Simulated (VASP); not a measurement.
**Pt: single point with PBE**

The system is Pt.

```
Pt
1.0
     0.00000    1.90286    1.90286
     1.90286    0.00000    1.90286
     1.90286    1.90286    0.00000
Pt
1
Direct
  0.00000 0.00000 0.00000
```

This cell differs from its parent crystal: Os replaced by Pt, lengths x 0.967, strained.

```json
{
 "Program": "VASP 6.6.1",
 "Task": "single point",
 "Functional": "PBE",
 "Potentials or basis": "VASP PAW PBE potentials, release 64 (Pt)",
 "Cutoff": "500 eV",
 "k mesh": "8 × 8 × 8",
 "Occupations": "gaussian, width 0.1 eV",
 "Spin": "no spin polarisation",
 "Dipole correction": "no",
 "Further INCAR settings": "ALGO = Normal; EDIFF = 1e-06; NBANDS = 11"
}
```

```json
{
  "Pressure": "43.1 GPa",
  "Band gap on the k mesh": "zero (band 5 reaches 13.66 eV, above the bottom of band 6 at 11.05 eV)"
}
```

Levels at points of the mesh, in eV from the Fermi level:
```
           k point  band 3  band 4  band 5  band 6  band 7  band 8
(0.00, 0.00, 0.00)   -4.35   -4.35   -1.86   -1.86   14.39   19.87
(0.50, 0.00, 0.00)   -4.44   -0.79    0.09    0.09    6.62   13.99
(0.50, 0.50, 0.00)    0.05    0.62    0.62    1.67    9.97   11.73
```

It took 6.1 s on 1 thread of Intel Xeon 8259CL (shared host), peak memory 0.13 GiB.

Caveat: the cell differs from its parent crystal (Os replaced by Pt, lengths x 0.967, strained); spin-orbit coupling is left out, which moves the levels of the heavy elements.
